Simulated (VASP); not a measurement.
Here is a VASP 6.6.1 calculation.

The input POSCAR:

```
MgTe
1.0
    4.4860829330      0.0000000000      0.0000000000
   -2.2430414665      3.8850617834      0.0000000000
    0.0000000000      0.0000000000      7.3059874743
Mg Te
2 2
Direct
    0.3333333333      0.6666666667     -0.0006080519
    0.6666666667      0.3333333333      0.4993919481
    0.3333333333      0.6666666667      0.3756080519
    0.6666666667      0.3333333333      0.8756080519
```

File INCAR.step1:

```
SYSTEM = MgTe
PREC = Accurate
ENCUT = 520
EDIFF = 1E-5
ISMEAR = 0
SIGMA = 0.01
LREAL = .FALSE.
LASPH = .TRUE.
NELM = 120
ALGO = Normal
ISIF = 2
LWAVE = .TRUE.
GGA = PE
NBANDS = 16
GGA_COMPAT = .FALSE.
```

File INCAR.step2:

```
SYSTEM = MgTe
PREC = Accurate
ENCUT = 520
EDIFF = 1E-6
ISMEAR = 0
SIGMA = 0.01
LREAL = .FALSE.
LASPH = .TRUE.
NELM = 120
ALGO = Normal
ISIF = 2
LWAVE = .FALSE.
LCHARG = .TRUE.
GGA = PE
LHFCALC = .TRUE.
HFSCREEN = 0.2079
PRECFOCK = Normal
LELF = .TRUE.
LVHAR = .TRUE.
ISTART = 1
NBANDS = 16
GGA_COMPAT = .FALSE.
```

The input KPOINTS:

```
Automatic mesh
0
G
  6 6 2
  0 0 0
```

Potentials or basis: VASP PAW PBE potentials, release 64 (Mg, Te).

The run is started by

```sh
$ cat potpaw_PBE.64/Mg/POTCAR potpaw_PBE.64/Te/POTCAR > POTCAR
$ cp INCAR.step1 INCAR
$ mpirun -np 1 vasp_std > vasp.out
$ cp INCAR.step2 INCAR
$ mpirun -np 1 vasp_std > vasp.out
```

(1) Estimate the pressure.

(2) What does it give for the band gap on the k mesh?

Results:

(1) 2.3 GPa.

(2) 3.50 eV.

Caveat: the k points lie up to 0.43 Å⁻¹ apart; the cell differs from its parent crystal (strain -2.0%); the PAW data sets were made with another functional, which shifts forces and pressure a little; spin-orbit coupling is left out, which moves the levels of the heavy elements.
